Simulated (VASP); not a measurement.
NaCl, 2 atoms in the cell. Symmetry: R-3m, No. 166, trigonal system. Conventional cell: a = 4.122 Å, b = 4.122 Å, c = 9.399 Å, α = 90.00°, β = 90.00°, γ = 120.00°. Within 3.8 Å of Na (site symmetry -3m) lie 6 Cl at 2.85 Å. Within 3.8 Å of Cl (site symmetry -3m) lie 6 Na at 2.85 Å.  This cell differs from its parent crystal: epitaxial 111 strain +4.0%.

* Program: VASP 6.6.1
* Task: single point
* Functional: PBE
* Potentials or basis: VASP PAW PBE potentials, release 64 (Na_pv, Cl)
* Cutoff: 520 eV
* k mesh: 8 × 8 × 8
* Occupations: fermi-dirac, width 0.02 eV
* Spin: no spin polarisation
* Dipole correction: no
* Further INCAR settings: ALGO = Normal; EDIFF = 1e-06; NBANDS = 14

Potentials or basis: VASP PAW PBE potentials, release 64 (Na_pv, Cl).

Run with:

```bash
$ cat potpaw_PBE.64/Na_pv/POTCAR potpaw_PBE.64/Cl/POTCAR > POTCAR
$ mpirun -np 1 vasp_std > vasp.out
```

Hardware: 1 thread of Intel(R) Xeon(R) 6975P-C (Granite Rapids) (shared host).

Problem. How long does it take, and how much memory?

Solution. Wall time 15 s on 1 thread of Intel(R) Xeon(R) 6975P-C (Granite Rapids), with other jobs on the host, peak memory 0.18 GiB. Counts: scf iterations 12, k points 65.
